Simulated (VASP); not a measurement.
# AlN (P6_3mc) in VASP: further runs

Runs on AlN. Level: r2SCAN. Tasks: dielectric tensor.

All numbers are computed with VASP 6.6.1; they aren't measurements. Logs are shortened: lines on timing, memory, paths and dates and some standing lists are left out, and cuts for length are marked.

**1. The cell of the first run**

Symmetry: P6_3mc, No. 186, hexagonal system. Conventional cell: a = 3.138 Å, b = 3.138 Å, c = 5.028 Å, α = 90.00°, β = 90.00°, γ = 120.00°. Within 2.5 Å of Al (site symmetry 3m) lie 4 N at 1.91 to 1.92 Å. Within 2.5 Å of N (site symmetry 3m) lie 4 Al at 1.91 to 1.92 Å.

**2. Dielectric tensor, r2SCAN (strain +1.0%)**

Input file INCAR:

```
SYSTEM = AlN
PREC = Accurate ; ENCUT = 520
EDIFF = 1E-8 ; ISMEAR = 0
SIGMA = 0.01 ; LREAL = .False.
LASPH = .True. ; NELM = 60
ALGO = Normal ; ISIF = 2
LWAVE = .False. ; LCHARG = .False.
METAGGA = R2SCAN ; LMIXTAU = .True.
LCALCEPS = .True.
```

Input file KPOINTS:

```
regular mesh
0
Gamma
  9 9 4
  0 0 0
```

Input file POSCAR:

```
AlN
1.0
    3.1377606977      0.0000000000      0.0000000000
   -1.5688803489      2.7173804752      0.0000000000
    0.0000000000      0.0000000000      5.0283774674
Al N
2 2
Direct
    0.3333333333      0.6666666667     -0.0032059052
    0.6666666667      0.3333333333      0.4967940948
    0.3333333333      0.6666666667      0.3782059052
    0.6666666667      0.3333333333      0.8782059052
```

Potentials or basis: VASP PAW PBE potentials, release 64 (Al, N).

The run is started by

```sh
cat potpaw_PBE.64/Al/POTCAR potpaw_PBE.64/N/POTCAR > POTCAR
mpirun -np 1 vasp_std > vasp.out
```

OUTCAR:

```text
SYSTEM = AlN
   PREC = Accurate
   ENCUT = 520
   EDIFF = 1E-8
   ISMEAR = 0
   LREAL = .False.
   LASPH = .True.
   NELM = 60
   ISIF = 2
   METAGGA = R2SCAN

 ion  position               nearest neighbor table
   1  0.333  0.667  0.997-   4 1.91   4 1.91   4 1.91   3 1.92   2 3.10   2 3.10   2 3.10   2 3.10
                             2 3.10   2 3.10
   2  0.667  0.333  0.497-   3 1.91   3 1.91   3 1.91   4 1.92   1 3.10   1 3.10   1 3.10   1 3.10
                             1 3.10   1 3.10
   3  0.333  0.667  0.378-   2 1.91   2 1.91   2 1.91   1 1.92
   4  0.667  0.333  0.878-   1 1.91   1 1.91   1 1.91   2 1.92

  LATTYP: Found a hexagonal cell.
 ALAT       =     3.1377606977
 C/A-ratio  =     1.6025369529

  Lattice vectors:

 A1 = (   3.1377606977,   0.0000000000,   0.0000000000)
 A2 = (  -1.5688803489,   2.7173804752,   0.0000000000)
 A3 = (   0.0000000000,   0.0000000000,   5.0283774674)

Analysis of symmetry for initial positions (statically):
=====================================================================
 Subroutine PRICEL returns:
 Original cell was already a primitive cell.

 Routine SETGRP: Setting up the symmetry group for a
 hexagonal supercell.

 Subroutine GETGRP returns: Found 12 space group operations
 (whereof  6 operations were pure point group operations)
 out of a pool of 24 trial point group operations.

The static configuration has the point symmetry C_3v.
 The point group associated with its full space group is C_6v.

Analysis of symmetry for dynamics (positions and initial velocities):
=====================================================================
 Subroutine PRICEL returns:
 Original cell was already a primitive cell.

 Routine SETGRP: Setting up the symmetry group for a
 hexagonal supercell.

 Subroutine GETGRP returns: Found 12 space group operations
 (whereof  6 operations were pure point group operations)
 out of a pool of 24 trial point group operations.

The dynamic configuration has the point symmetry C_3v.
 The point group associated with its full space group is C_6v.

 Subroutine INISYM returns: Found 12 space group operations
 (whereof  6 operations are pure point group operations),
 and found     1 'primitive' translations

----------------------------------------------------------------------------------------

                                     Primitive cell

  volume of cell :      42.8744

  direct lattice vectors                    reciprocal lattice vectors
     3.137760698  0.000000000  0.000000000     0.318698619  0.184000733  0.000000000
    -1.568880349  2.717380475  0.000000000     0.000000000  0.368001467  0.000000000
     0.000000000  0.000000000  5.028377467     0.000000000  0.000000000  0.198871307

  length of vectors
     3.137760698  3.137760698  5.028377467     0.368001467  0.368001467  0.198871307

  position of ions in fractional coordinates (direct lattice)
     0.333333333  0.666666667  0.996794095
     0.666666667  0.333333333  0.496794095
     0.333333333  0.666666667  0.378205905
     0.666666667  0.333333333  0.878205905

  ion indices of the primitive-cell ions
   primitive index   ion index
                 1           1
                 2           2
                 3           3
                 4           4

----------------------------------------------------------------------------------------

 KPOINTS: regular mesh

Automatic generation of k-mesh.
 Grid dimensions read from file:
 generate k-points for:    9    9    4

 Generating k-lattice:

  Cartesian coordinates                     Fractional coordinates (reciprocal lattice)
     0.035410958  0.020444526  0.000000000     0.111111111 -0.000000000  0.000000000
     0.000000000  0.040889052  0.000000000     0.000000000  0.111111111  0.000000000
     0.000000000  0.000000000  0.049717827     0.000000000  0.000000000  0.250000000

  Length of vectors
     0.040889052  0.040889052  0.049717827

  Shift w.r.t. Gamma in fractional coordinates (k-lattice)
[... 55 lines left out ...]
   NSW    =      0    number of steps for IOM
   IBRION =     -1    ionic relax: 0-MD 1-quasi-New 2-CG
   NFREE  =      0    steps in history (QN), initial steepest desc. (CG)
   ISIF   =      2    stress and relaxation
   ISYM   =      2    0-nonsym 1-usesym 2-fastsym
   POTIM  = 0.5000    time-step for ionic-motion
   TEBEG  =    0.0;   TEEND  =   0.0 temperature during run
   PSTRESS=    0.0 pullay stress
   NELECT =      16.0000    total number of electrons
   NUPDOWN=      -1.0000    fix difference up-down
   EMIN   =  10.00;   EMAX   =-10.00  energy-range for DOS
   EFERMI =   0.00;   METHOD = LEGACY
   ISMEAR =     0;   SIGMA  =   0.01  broadening in eV -4-tet -1-fermi 0-gaus
   EFERMI_NEDOS =   21; number of points for ismear=-14 and -15
   IALGO  =     38    algorithm
   IMIX   =      4    mixing-type and parameters
     AMIX     =   0.40;   BMIX     =  1.00
     AMIX_MAG =   1.60;   BMIX_MAG =  1.00
  volume/ion in A,a.u.               =      10.72        72.33
  Fermi-wavevector in a.u.,A,eV,Ry     =   1.178643  2.227311 18.901189  1.389198
  Thomas-Fermi vector in A             =   2.314968
   LORBIT       =      0    0 simple, 1 ext, 2 COOP (PROOUT), +10 PAW based schemes
   METAGGA = R2SCAN    functional components
   LHFCALC =     F    Hartree Fock is set to
   AEXX    =    0.0000 exact exchange contribution
   IVDW    =     0    specifies the selected vdW correction
   LEPSILON=     F    determine dielectric tensor
   LRPA    =     F    only Hartree local field effects (RPA)
   LRPA       =     F
 non-spin polarized calculation
 Gauss-broadening in eV      SIGMA  =   0.01
  energy-cutoff  :      520.00
  volume of cell :       42.87
 maximum number of plane-waves:      1182
 NGX is ok and might be reduce to    24
   NGX = 11   NGY = 11   NGZ = 19

 Total electronic dipole moment: p[elc]=(    -0.00000     0.00000    -0.29235 ) |e| Angst

 number of electron      16.0000000 magnetization

 Free energy of the ion-electron system (eV)
  ---------------------------------------------------
  ext. energy  EPLUGINS =         0.00000000
  ---------------------------------------------------
  free energy    TOTEN  =       -38.42811117 eV

  energy without entropy =      -38.42811117  energy(sigma->0) =      -38.42811117

 E-fermi :   5.6784     XC(G=0): -11.2816

 val. band max:        5.6342718548   @ k =   0.0000   0.0000   0.0000
 cond. band min:   10000.0000000000   @ k =   0.0000   0.0000   0.0000
 fundamental gap:   9994.3657281452
 Fermi energy:         5.6783764631

 k-point     1 :       0.0000    0.0000    0.0000
  band No.  band energies     occupation
      1     -10.1644      2.00000
      2      -8.1332      2.00000
      3      -0.2981      2.00000
      4       4.7681      2.00000
      5       4.7681      2.00000
      6       5.4219      2.00000
      7       5.4219      2.00000
      8       5.6343      2.00000
      9   10000.0000      0.00000
     10   10000.0000      0.00000
     11   10000.0000      0.00000
     12   10000.0000      0.00000
[... 331 lines left out ...]
 k-point    24 :       0.3333    0.3333    0.2500
  band No.  band energies     occupation
      1      -7.7778      2.00000
      2      -7.7778      2.00000
      3       1.1317      2.00000
      4       1.2382      2.00000
      5       1.2382      2.00000
      6       2.7154      2.00000
      7       4.1651      2.00000
      8       4.1651      2.00000
      9   10000.0000      0.00000
     10   10000.0000      0.00000
     11   10000.0000      0.00000
     12   10000.0000      0.00000

 [... further k-points ...]

------------------------ aborting loop because EDIFF is reached ----------------------------------------

            Ionic dipole moment: p[ion]=(     0.00000     0.00000    13.89252 ) |e| Angst

 Total electronic dipole moment: p[elc]=(    -0.00000    -0.00000    -0.28441 ) |e| Angst

 MACROSCOPIC STATIC DIELECTRIC TENSOR (including local field effects)
 ------------------------------------------------------
           4.174209    -0.000000     0.000000
          -0.000000     4.174209     0.000000
           0.000000     0.000000     4.353170
 ------------------------------------------------------

 PIEZOELECTRIC TENSOR (including local field effects) (e Angst)
          XX          YY          ZZ          XY          YZ          ZX
  --------------------------------------------------------------------------------
  x     0.00000     0.00000     0.00000     0.00000    -0.00000     0.89185
  y    -0.00000    -0.00000     0.00000    -0.00000     0.89185    -0.00000
  z     0.70638     0.70638    -1.10153    -0.00000     0.00000     0.00000

 PIEZOELECTRIC TENSOR (including local field effects) (C/m^2)
          XX          YY          ZZ          XY          YZ          ZX
  --------------------------------------------------------------------------------
  x     0.00000     0.00000     0.00000     0.00000    -0.00000     0.33328
  y    -0.00000    -0.00000     0.00000    -0.00000     0.33327    -0.00000
  z     0.26397     0.26397    -0.41163    -0.00000     0.00000     0.00000

 BORN EFFECTIVE CHARGES (including local field effects) (in |e|, cummulative output)
 ---------------------------------------------------------------------------------
 ion    1
    1     2.50346    -0.00000    -0.00000
    2    -0.00000     2.50346    -0.00000
    3    -0.00000     0.00000     2.65689
 ion    2
    1     2.50346    -0.00000     0.00000
    2    -0.00000     2.50346     0.00000
    3     0.00000     0.00000     2.65689
 ion    3
    1    -2.50346     0.00000    -0.00000
    2     0.00000    -2.50346     0.00000
    3    -0.00000     0.00000    -2.65689
 ion    4
    1    -2.50346     0.00000     0.00000
    2     0.00000    -2.50346     0.00000
    3     0.00000    -0.00000    -2.65689

  FORCE on cell =-STRESS in cart. coord.  units (eV):
  Direction    XX          YY          ZZ          XY          YZ          ZX
  --------------------------------------------------------------------------------------
  -------------------------------------------------------------------------------------
  Total       -1.7437736     -1.7437736     -1.6022650      0.0000000      0.0000000      0.0000000
  in kB      -65.1632220    -65.1632220    -59.8751743      0.0000000      0.0000000      0.0000000
  external PRESSURE =     -63.4005394 kB  Pullay stress =       0.0000000 kB

 VOLUME and BASIS-vectors are now :
 -----------------------------------------------------------------------------
  energy-cutoff  :      520.00
  volume of cell :       42.87
      direct lattice vectors                 reciprocal lattice vectors
     3.137760698  0.000000000  0.000000000     0.318698619  0.184000733  0.000000000
    -1.568880349  2.717380475  0.000000000     0.000000000  0.368001467  0.000000000
     0.000000000  0.000000000  5.028377467     0.000000000  0.000000000  0.198871307

 POSITION                                       TOTAL-FORCE (eV/Angst)
 -----------------------------------------------------------------------------------
     -0.00000      1.81159      5.01226         0.000000     -0.000000     -0.000241
      1.56888      0.90579      2.49807        -0.000000      0.000000     -0.000241
     -0.00000      1.81159      1.90176         0.000000      0.000000      0.000241
      1.56888      0.90579      4.41595         0.000000     -0.000000      0.000241
 -----------------------------------------------------------------------------------
    total drift:                               -0.000000     -0.000000     -0.011251

  FREE ENERGIE OF THE ION-ELECTRON SYSTEM (eV)
  ---------------------------------------------------
  free  energy   TOTEN  =       -38.4281111677 eV

  energy  without entropy=      -38.4281111677  energy(sigma->0) =      -38.42811117
```

It took 18 min on 1 thread of Intel Xeon 6975P-C (Granite Rapids), shared host; peak memory 0.44 GiB.

Results:

```
Band gap on the k mesh                  : 4.65 eV, direct
Electronic dielectric tensor (diagonal) : 4.17, 4.17, 4.35
Born charges (mean of the diagonal)     : Al +2.55; N -2.55 e
```

Electronic dielectric tensor:
```
4.17 0.00 0.00
0.00 4.17 0.00
0.00 0.00 4.35
```

Born effective charge tensors (e):
atom 1, Al
```
2.50 0.00 0.00
0.00 2.50 0.00
0.00 0.00 2.66
```
atom 2, Al
```
2.50 0.00 0.00
0.00 2.50 0.00
0.00 0.00 2.66
```
atom 3, N
```
-2.50  0.00  0.00
 0.00 -2.50  0.00
 0.00  0.00 -2.66
```
atom 4, N
```
-2.50  0.00  0.00
 0.00 -2.50  0.00
 0.00  0.00 -2.66
```

Dipole moments of the cell (e·Å, modulo the quantum): ionic 0.000, 0.000, 13.893; electronic 0.000, 0.000, -0.284

Caveat: the cell differs from its parent crystal (strain +1.0%); the PAW data sets were made with another functional, which shifts forces and pressure a little.

**3. Dielectric tensor, r2SCAN (strain +2.0%)**

Input file INCAR:

```
  ALGO = Normal
  EDIFF = 1E-8
  ENCUT = 520
  ISIF = 2
  ISMEAR = 0
  LASPH = T
  LCALCEPS = T
  LCHARG = F
  LMIXTAU = T
  LREAL = F
  LWAVE = F
  METAGGA = R2SCAN
  NELM = 60
  PREC = Accurate
  SIGMA = 0.01
```

Input file KPOINTS:

```
k-points
0
Gamma
  9 9 4
```

Input file POSCAR:

```
AlN
1.0
    3.1688276354      0.0000000000      0.0000000000
   -1.5844138177      2.7442852324      0.0000000000
    0.0000000000      0.0000000000      5.0781633830
Al N
2 2
Direct
    0.3333333333      0.6666666667     -0.0031000782
    0.6666666667      0.3333333333      0.4968999218
    0.3333333333      0.6666666667      0.3781000782
    0.6666666667      0.3333333333      0.8781000782
```

Potentials or basis: VASP PAW PBE potentials, release 64 (Al, N).

The run is started by

```sh
cat potpaw_PBE.64/Al/POTCAR potpaw_PBE.64/N/POTCAR > POTCAR
mpirun -np 1 vasp_std > vasp.out
```

OUTCAR:

```text
EDIFF = 1E-8
   ENCUT = 520
   ISIF = 2
   ISMEAR = 0
   LASPH = T
   LREAL = F
   METAGGA = R2SCAN
   NELM = 60
   PREC = Accurate

 ion  position               nearest neighbor table
   1  0.333  0.667  0.997-   4 1.93   4 1.93   4 1.93   3 1.94   2 3.13   2 3.13   2 3.13   2 3.13
                             2 3.13   2 3.13
   2  0.667  0.333  0.497-   3 1.93   3 1.93   3 1.93   4 1.94   1 3.13   1 3.13   1 3.13   1 3.13
                             1 3.13   1 3.13
[... 613 lines left out ...]
  Direction    XX          YY          ZZ          XY          YZ          ZX
  --------------------------------------------------------------------------------------
  -------------------------------------------------------------------------------------
  Total       -3.2775640     -3.2775640     -3.0127697      0.0000000     -0.0000000      0.0000000
  in kB     -118.9124226   -118.9124226   -109.3054904      0.0000000     -0.0000000      0.0000000
  external PRESSURE =    -115.7101118 kB  Pullay stress =       0.0000000 kB

 VOLUME and BASIS-vectors are now :
 -----------------------------------------------------------------------------
  energy-cutoff  :      520.00
  volume of cell :       44.16
      direct lattice vectors                 reciprocal lattice vectors
     3.168827635  0.000000000  0.000000000     0.315574122  0.182196805  0.000000000
    -1.584413818  2.744285232  0.000000000     0.000000000  0.364393609  0.000000000
     0.000000000  0.000000000  5.078163383     0.000000000  0.000000000  0.196921588

 POSITION                                       TOTAL-FORCE (eV/Angst)
 -----------------------------------------------------------------------------------
     -0.00000      1.82952      5.06242         0.000000     -0.000000      0.000034
      1.58441      0.91476      2.52334        -0.000000      0.000000      0.000034
     -0.00000      1.82952      1.92005         0.000000      0.000000     -0.000034
      1.58441      0.91476      4.45914        -0.000000      0.000000     -0.000034
 -----------------------------------------------------------------------------------
    total drift:                                0.000000      0.000000     -0.006877

  FREE ENERGIE OF THE ION-ELECTRON SYSTEM (eV)
  ---------------------------------------------------
  free  energy   TOTEN  =       -38.3567584489 eV

  energy  without entropy=      -38.3567584489  energy(sigma->0) =      -38.35675845
```

stdout:

```text
POSCAR found type information on POSCAR AlN
 POSCAR found :  2 types and       4 ions
 scaLAPACK will be used
 -----------------------------------------------------------------------------
|                                                                             |
[... 103 lines left out ...]
 p_tot=( -0.596E-09 -0.867E-09  0.138E+02 )
dp_tot=(  0.172E-07 -0.250E-07  0.831E-02 )  diag[e(oo)]=(    ---      ---    4.40446 )
 p_tot=( -0.659E-09 -0.796E-09  0.138E+02 )
dp_tot=(  0.172E-07 -0.249E-07  0.830E-02 )  diag[e(oo)]=(    ---      ---    4.40277 )
 final diagonalization full
 p_tot=( -0.690E-09 -0.754E-09  0.138E+02 )
dp_tot=(  0.172E-07 -0.249E-07  0.830E-02 )  diag[e(oo)]=(    ---      ---    4.40270 )
```

It took 18 min on 1 thread of Intel Xeon 6975P-C (Granite Rapids), shared host; peak memory 0.44 GiB.

What came out:

```
Band gap on the k mesh                  : 4.38 eV, direct
Electronic dielectric tensor (diagonal) : 4.23, 4.23, 4.40
Born charges (mean of the diagonal)     : Al +2.56; N -2.56 e
```

Electronic dielectric tensor:
```
4.23 0.00 0.00
0.00 4.23 0.00
0.00 0.00 4.40
```

Born effective charge tensors (e):
atom 1, Al
```
2.51 0.00 0.00
0.00 2.51 0.00
0.00 0.00 2.66
```
atom 2, Al
```
2.51 0.00 0.00
0.00 2.51 0.00
0.00 0.00 2.66
```
atom 3, N
```
-2.51  0.00  0.00
 0.00 -2.51  0.00
 0.00  0.00 -2.66
```
atom 4, N
```
-2.51  0.00  0.00
 0.00 -2.51  0.00
 0.00  0.00 -2.66
```

Dipole moments of the cell (e·Å, modulo the quantum): ionic 0.000, 0.000, 14.028; electronic 0.000, 0.000, -0.276

Caveat: the cell differs from its parent crystal (strain +2.0%); the PAW data sets were made with another functional, which shifts forces and pressure a little.
